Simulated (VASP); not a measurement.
# AlIn2Sb3: single point with PBE

The system is AlIn2Sb3.

```
CELL_PARAMETERS angstrom
3.31243 1.91243 4.42855
-3.31243 1.91243 4.42855
0.00000 -3.82486 4.42855
ATOMIC_POSITIONS crystal
Al 0.00000 0.00000 0.00000
In 0.62267 0.62267 0.62267
In 0.37733 0.37733 0.37733
Sb 0.00000 0.50000 0.00000
Sb 0.50000 0.00000 0.00000
Sb 0.00000 0.00000 0.50000
```

The cell was built from a structure type or drawn by symmetry, and may not be a known phase.

```json
{"Program": "VASP 6.6.1", "Task": "single point", "Functional": "PBE", "Potentials or basis": "VASP PAW PBE potentials, release 64 (Al, In_d, Sb)", "Cutoff": "520 eV", "k mesh": "6 × 6 × 6", "Occupations": "gaussian, width 0.1 eV", "Spin": "no spin polarisation"}
```

| Property | Result |
| --- | --- |
| Pressure | 0.0 GPa |
| Band gap on the k mesh | zero (bands 22 and 23 overlap by 1.83 eV) |

Forces in eV/Å, atoms in the order of the input:
```
Al   0.000  0.000  0.000
In   0.000  0.000 -0.003
In   0.000  0.000  0.003
Sb   0.000  0.000  0.000
Sb   0.000  0.000  0.000
Sb   0.000  0.000  0.000
```

Levels at points of the mesh, in eV from the Fermi level:
| k point | band 18 | band 19 | band 20 | band 21 | band 22 | band 23 | band 24 | band 25 | band 26 | band 27 |
| --- | --- | --- | --- | --- | --- | --- | --- | --- | --- | --- |
| (0.00, 0.00, 0.00) | -3.53 | -2.75 | -1.89 | -1.82 | -1.82 | -0.22 | 0.11 | 0.11 | 2.20 | 2.20 |
| (0.50, 0.00, 0.00) | -3.32 | -3.02 | -1.67 | -1.55 | -1.21 | 0.47 | 1.09 | 1.86 | 1.88 | 2.66 |
| (0.50, 0.50, 0.00) | -2.01 | -1.81 | -0.96 | -0.49 | -0.47 | 0.15 | 1.61 | 1.65 | 1.81 | 2.07 |
| (0.50, 0.50, 0.50) | -3.99 | -0.84 | -0.81 | -0.81 | 0.38 | 0.95 | 0.95 | 2.69 | 3.13 | 3.13 |

It took 2.1 min on 1 thread of AMD EPYC 9R45 96-Core Processor (Zen 5) (shared host), peak memory 0.38 GiB.

Caveat: spin-orbit coupling is left out, which moves the levels of the heavy elements.
